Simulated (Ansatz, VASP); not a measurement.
## One calculation of Sb, two programs

```
CELL_PARAMETERS angstrom
3.27268 0.00000 0.00000
-1.63634 2.83422 0.00000
0.00000 0.00000 3.09149
ATOMIC_POSITIONS crystal
Sb 0.00000 0.00000 0.00000
```

Alike in both runs: functional r2SCAN; k mesh 21 × 21 × 18; occupations gaussian, width 0.1 eV; no spin polarisation.

Ansatz relaxed the structure, and its values are those at the end. VASP's run is a single point on that final structure, the one shown.

|  | VASP | Ansatz |
| --- | --- | --- |
| version | VASP 6.6.1 | Ansatz 0.2.0 |
| potentials or method | VASP PAW PBE potentials, release 64 (Sb), cutoff 520 eV | scalar-relativistic, plane waves, PAW |
| valence electrons in the cell | 5 | 15 |

```csv
,VASP,Ansatz,Ansatz less VASP
gap on the k mesh at the Fermi level (eV),none,none,-
pressure (GPa),0.0,0.0,+0.01
```

VASP's potentials were made for PBE, not for r2SCAN. A gap of «none» marks a metal or a gap that the smearing closes. VASP's potentials hold 5 valence electrons a cell and Ansatz's 15, so a difference there can come from the potentials and not from the codes.

Neither program's run includes spin-orbit coupling.
